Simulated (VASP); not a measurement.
A run of VASP 6.6.1 is set up as follows.

The input INCAR:

```
SYSTEM = WSe2
PREC = Accurate
ENCUT = 500
EDIFF = 1E-6
ISMEAR = 0
SIGMA = 0.05
LREAL = .FALSE.
LASPH = .TRUE.
NELM = 120
ALGO = Normal
ISIF = 2
LWAVE = .FALSE.
LCHARG = .TRUE.
GGA = PE
LELF = .TRUE.
LVHAR = .TRUE.
NBANDS = 35
GGA_COMPAT = .FALSE.
```

The input KPOINTS:

```
Automatic mesh
0
G
  12 12 2
  0 0 0
```

POSCAR

```
WSe2
1.0
    3.1885979658     -0.0769853128     -0.0970856359
   -1.6609702195      2.8766543612      0.0235895101
   -0.3827359544     -0.1135904383     13.4737372830
W Se
2 4
Direct
    0.3330580016      0.6653981925      0.2461249473
    0.6744579494      0.3471493122      0.7540441409
    0.3508405795      0.6727930703      0.6194241720
    0.6544237785      0.3181062848      0.1218224628
    0.3321058037      0.6776068275      0.8800299357
    0.6551138875      0.3189463128      0.3785543412
```

Potentials or basis: VASP PAW PBE potentials, release 64 (W_sv, Se).

The run is started by

```console
$ cat potpaw_PBE.64/W_sv/POTCAR potpaw_PBE.64/Se/POTCAR > POTCAR
$ mpirun -np 1 vasp_std > vasp.out
```

**Question.** Predict the pressure.

**Answer.** 4.0 GPa.

**Question.** Predict the band gap on the k mesh.

**Answer.** 0.89 eV (least direct gap 1.41 eV).

**Question.** Estimate the largest force.

**Answer.** 2.005 eV/Å.

Forces in eV/Å, atoms in the order of the input:
```
W    0.357 -0.273  1.677
W   -0.548 -0.695 -1.799
Se  -0.839  0.084  1.340
Se  -1.008 -0.123 -0.680
Se   1.397  0.608  0.443
Se   0.641  0.400 -0.980
```

Caveat: the cell differs from its parent crystal (atoms moved at random and the cell strained at random); the stress differs along the axes, from -1 to 9 GPa; spin-orbit coupling is left out, which moves the levels of the heavy elements; forces of over 1 eV/Å act on the atoms, so gaps and moduli don't describe the material at rest. A k mesh can miss the band edges.
